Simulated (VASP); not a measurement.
## Sc: single point with PBE

Crystal: Sc.

```
Sc
1.0
     0.00000    2.24135    2.24135
     2.24135    0.00000    2.24135
     2.24135    2.24135    0.00000
Sc
1
Direct
  0.00000 0.00000 0.00000
```

This cell differs from its parent crystal: strained.

```
Program                : VASP 6.6.1
Task                   : single point
Functional             : PBE
Potentials or basis    : VASP PAW PBE potentials, release 64 (Sc_sv)
Cutoff                 : 500 eV
k mesh                 : 16 × 16 × 16
Occupations            : gaussian, width 0.1 eV
Spin                   : no spin polarisation
Dipole correction      : no
Further INCAR settings : ALGO = Normal; EDIFF = 1e-06; NBANDS = 12
```

| Item | Value |
| --- | --- |
| Pressure | 5.4 GPa |
| Band gap on the k mesh | zero (an odd number of electrons rules out a gap without spin polarisation) |

Levels at points of the mesh, in eV from the Fermi level:
```tsv
k point	band 1	band 2	band 3	band 4	band 5	band 6	band 7	band 8	band 9	band 10
(0.00, 0.00, 0.00)	-49.20	-27.56	-27.56	-27.56	-5.36	1.70	1.70	1.70	3.25	3.25
(0.50, 0.00, 0.00)	-49.11	-28.09	-27.62	-27.62	-1.87	0.41	1.57	1.57	4.26	4.26
(0.50, 0.50, 0.00)	-49.08	-28.06	-27.74	-27.74	-1.72	-0.76	2.25	4.26	4.53	4.53
```

It took 38 s on 1 thread of Intel Xeon 8259CL, with other jobs on the host, peak memory 0.16 GiB.

Caveat: the cell differs from its parent crystal (strained); the cell stands under pressure.
